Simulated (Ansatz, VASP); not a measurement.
Given: the input of a run of VASP 6.6.1 on Zn.

Contents of INCAR:

```
SYSTEM = Zn
  PREC = Accurate
  ENCUT = 400
  EDIFF = 1E-8
  ISMEAR = -1
  SIGMA = 0.01
  LREAL = .False.
  LASPH = .True.
  NELM = 120
  ALGO = Normal
  ISIF = 2
  LWAVE = .False.
  LCHARG = .False.
  GGA = CA
  LEFG = .True.
  NBANDS = 12
  GGA_COMPAT = .False.
```

KPOINTS

```
Automatic mesh
0
Gamma
  7 7 7
  0 0 0
```

The input POSCAR:

```
Zn
1.0
    0.0000000000      1.9647760000      1.9647760000
    1.9647760000      0.0000000000      1.9647760000
    1.9647760000      1.9647760000      0.0000000000
Zn
1
Direct
    0.0000000000      0.0000000000      0.0000000000
```

Potentials or basis: VASP PAW LDA potentials, release 64 (Zn).

The run is started by

```sh
$ cat potpaw_LDA.64/Zn/POTCAR > POTCAR
$ mpirun -np 1 vasp_std > vasp.out
```

**Question.** Translate it to Ansatz 0.2.0. Potentials there: Ansatz PAW earlier set.

**Answer.** As run (the cutoff follows the program's own potentials):

File input.yaml:

```yaml
crystal:
  lattice:
    - [0.0, 1.964776, 1.964776]
    - [1.964776, 0.0, 1.964776]
    - [1.964776, 1.964776, 0.0]
  atoms:
    - { symbol: Zn, position: [0.0, 0.0, 0.0] }
hamiltonian:
  xc: lda
  pseudopotentials: { kind: paw, source: ansatz }
kpoints:
  mp_grid: { grid: [7, 7, 7] }
scf:
  occupations: { method: fermi_dirac, width: 0.01 }
output:
  forces: true
  stress: true
  eigenvalues: true
  efg: {}
```

Potentials or basis: Ansatz PAW earlier set.

Run with:

```console
$ ansatz run input.yaml --threads 1 --pin off --max-ram 2560MiB --backend cpu --events-out ev --progress --plain --runs-dir out
```

Both were run:

|  | VASP | Ansatz | Ansatz less VASP |
| --- | --- | --- | --- |
| pressure (GPa) | -9.4 | -9.2 | +0.19 |

LDA's correlation is that of Perdew and Zunger in VASP and of Perdew and Wang (1992) in Ansatz. VASP's potentials hold 12 valence electrons a cell and Ansatz's 20, so a difference there can come from the potentials and not from the codes.

The k mesh is coarse, so the values compare programs but aren't converged. Noted on Ansatz's run: odd divisions of the mesh miss points on the zone boundary, where band edges often lie, so the gap on the mesh can be too wide.
